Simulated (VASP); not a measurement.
A run of VASP 6.6.1 is set up as follows.

Contents of INCAR:

```
PREC = Accurate
ENCUT = 520
EDIFF = 1E-8
ISMEAR = -1
SIGMA = 0.08
LREAL = False
LASPH = True
NELM = 100
ALGO = Normal
ISIF = 2
LWAVE = False
LCHARG = False
GGA = PE
LEFG = True
NBANDS = 16
```

Contents of KPOINTS:

```
Automatic mesh
0
Gamma
  9 9 6
```

File POSCAR:

```
Te
1.0
    4.3669943424      0.0000000000      0.0000000000
   -2.1834971712      3.7819280387      0.0000000000
    0.0000000000      0.0000000000      5.8040476941
Te
3
Direct
    0.7450000000      0.0000000000      0.3333333333
    0.0000000000      0.7450000000      0.6666666667
    0.2550000000      0.2550000000      0.0000000000
```

Potentials or basis: VASP PAW PBE potentials, release 64 (Te).

Command:

```console
$ cat potpaw_PBE.64/Te/POTCAR > POTCAR
$ mpirun -np 1 vasp_std > vasp.out
```

(1) Estimate the largest force.

(2) What does it give for the pressure?

(3) Estimate the band gap on the k mesh.

## Answers

(1) 1.125 eV/Å.

(2) 7.2 GPa.

(3) 0.13 eV.

Caveat: the cell stands under pressure; without QUAD_EFG the Cq values of the log hold for a quadrupole moment of 1 mb, not for the nuclei; spin-orbit coupling is left out, which moves the levels of the heavy elements; forces of over 1 eV/Å act on the atoms, so gaps and moduli don't describe the material at rest.
